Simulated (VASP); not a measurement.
Set up this calculation in VASP 6.6.1, as the native input.

```yaml
Task: single point
Functional: HSE06
Potentials_or_basis: VASP PAW PBE potentials, release 64 (Ag)
Cutoff: 520 eV
k_mesh: 10 × 10 × 10
Occupations: gaussian, width 0.05 eV
Spin: no spin polarisation
Dipole_correction: no
Grid_for_exact_exchange_PRECFOCK: Normal
Further_INCAR_settings: ALGO = Normal; EDIFF = 1e-06; NBANDS = 12
Screening_parameter: 0.2079 1/Å
```

The system is Ag.

```
Ag
1.0
    -1.64941    1.64941    1.64941
     1.64941   -1.64941    1.64941
     1.64941    1.64941   -1.64941
Ag
1
Cartesian
  0.0000 0.0000 0.0000
```

The input as run:

POSCAR

```
Ag
1.0
   -1.6494134187      1.6494134187      1.6494134187
    1.6494134187     -1.6494134187      1.6494134187
    1.6494134187      1.6494134187     -1.6494134187
Ag
1
Direct
    0.0000000000      0.0000000000      0.0000000000
```

INCAR.step1

```
PREC = Accurate ; ENCUT = 520
EDIFF = 1E-5 ; ISMEAR = 0
SIGMA = 0.05 ; LREAL = F
LASPH = T ; NELM = 100
ALGO = Normal ; ISIF = 2
LWAVE = T ; LCHARG = F
GGA = PE ; NBANDS = 12
```

INCAR.step2

```
PREC = Accurate ; ENCUT = 520
EDIFF = 1E-6 ; ISMEAR = 0
SIGMA = 0.05 ; LREAL = F
LASPH = T ; NELM = 100
ALGO = Normal ; ISIF = 2
LWAVE = F ; LCHARG = F
GGA = PE ; LHFCALC = T
HFSCREEN = 0.2079 ; PRECFOCK = Normal
ISTART = 1 ; NBANDS = 12
```

KPOINTS

```
regular mesh
0
Gamma
  10 10 10
```

Potentials or basis: VASP PAW PBE potentials, release 64 (Ag).

Command:

```console
$ cat potpaw_PBE.64/Ag/POTCAR > POTCAR
$ cp INCAR.step1 INCAR
$ mpirun -np 1 vasp_std > vasp.out
$ cp INCAR.step2 INCAR
$ mpirun -np 1 vasp_std > vasp.out
```

It gave:

| Quantity | Value |
| --- | --- |
| Pressure | 0.1 GPa |

Caveat: the PAW data sets were made with another functional, which shifts forces and pressure a little.

Wall time 38 min on 1 thread of Intel(R) Xeon(R) 6975P-C (Granite Rapids), on a shared host, peak memory 0.27 GiB.
